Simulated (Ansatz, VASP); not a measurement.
# Two plane-wave programs on Rh

The input POSCAR:

```
Rh
1.0
    0.0000000000      1.8445035000      1.9585965000
    1.8445035000      0.0000000000      1.9585965000
    1.8445035000      1.8445035000      0.0000000000
Rh
1
Direct
    0.0000000000      0.0000000000      0.0000000000
```

INCAR.step1

```
PREC = Accurate ; ENCUT = 680
ISMEAR = 0 ; SIGMA = 0.15
LREAL = False ; LASPH = True
NELM = 120 ; NBANDS = 14
GGA = PE ; ALGO = Normal
EDIFF = 1E-5 ; LWAVE = True
LCHARG = False ; GGA_COMPAT = False
```

INCAR.step2

```
PREC = Accurate ; ENCUT = 680
EDIFF = 1E-6 ; ISMEAR = 0
SIGMA = 0.15 ; LREAL = False
LASPH = True ; NELM = 120
ALGO = Normal ; ISIF = 2
LWAVE = False ; LCHARG = False
METAGGA = R2SCAN ; LMIXTAU = True
NBANDS = 14 ; ISTART = 1
GGA_COMPAT = False
```

KPOINTS

```
Automatic mesh
0
Gamma
  8 8 8
```

Input for Ansatz:

```yaml
crystal:
  lattice:
    - [0.0, 1.8445035, 1.9585965]
    - [1.8445035, 0.0, 1.9585965]
    - [1.8445035, 1.8445035, 0.0]
  atoms:
    - { symbol: Rh, position: [0.0, 0.0, 0.0] }
basis:
  ecutwfc: 500
kpoints:
  mp_grid: { grid: [8, 8, 8] }
hamiltonian:
  xc: r2scan
scf:
  occupations: { method: gaussian, width: 0.15 }
output:
  forces: true
  stress: true
  eigenvalues: true
```

Change from the starting cell: strain -0.030 along x and y, +0.030 along z, atoms carried along.

Alike in both runs: task single point; functional r2SCAN; k mesh 8 × 8 × 8; occupations gaussian, width 0.15 eV; no spin polarisation.

|  | VASP | Ansatz |
| --- | --- | --- |
| version | VASP 6.6.1 | Ansatz 0.2.0 |
| potentials or method | VASP PAW PBE potentials, release 64 (Rh_sv_GW), cutoff 680 eV | scalar-relativistic, plane waves, PAW |
| valence electrons in the cell | 17 | 17 |

|  | VASP | Ansatz | Ansatz less VASP |
| --- | --- | --- | --- |
| gap on the k mesh at the Fermi level (eV) | none | none | - |
| pressure (GPa) | 10.3 | 10.3 | -0.07 |
| traceless stress, the component that is largest in VASP (GPa) | -10.42 | -10.40 | +0.013 |

VASP's potentials were made for PBE, not for r2SCAN. A gap of «none» marks a metal or a gap that the smearing closes.

The k mesh is coarse, so the values compare programs but aren't converged.
